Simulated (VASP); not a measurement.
Crystal: KPdO3.

```
K Pd O
1.0
     4.07008    0.00000    0.00000
     0.00000    4.07008    0.00000
     0.00000    0.00000    4.07008
K Pd O
1 1 3
Direct
  0.00000 0.00000 0.00000
  0.50000 0.50000 0.50000
  0.50000 0.50000 0.00000
  0.50000 0.00000 0.50000
  0.00000 0.50000 0.50000
```

Base run:

```yaml
Program: VASP 6.6.1
Functional: LDA
Potentials_or_basis: VASP PAW LDA potentials, release 64 (K_sv, Pd, O)
Cutoff: 520 eV
k_mesh: 5 × 5 × 5
Occupations: gaussian, width 0.2 eV
Spin: no spin polarisation
```

Its results: pressure -12.3 GPa.

Problem. The run is repeated on the same cell with these changes: occupations from gaussian, width 0.2 eV to gaussian, width 0.5 eV. What comes out?

Solution. Pressure -11.8 GPa.

Caveats: an odd number of electrons without spin polarisation forces a metal; a magnetic or distorted state may lie lower.
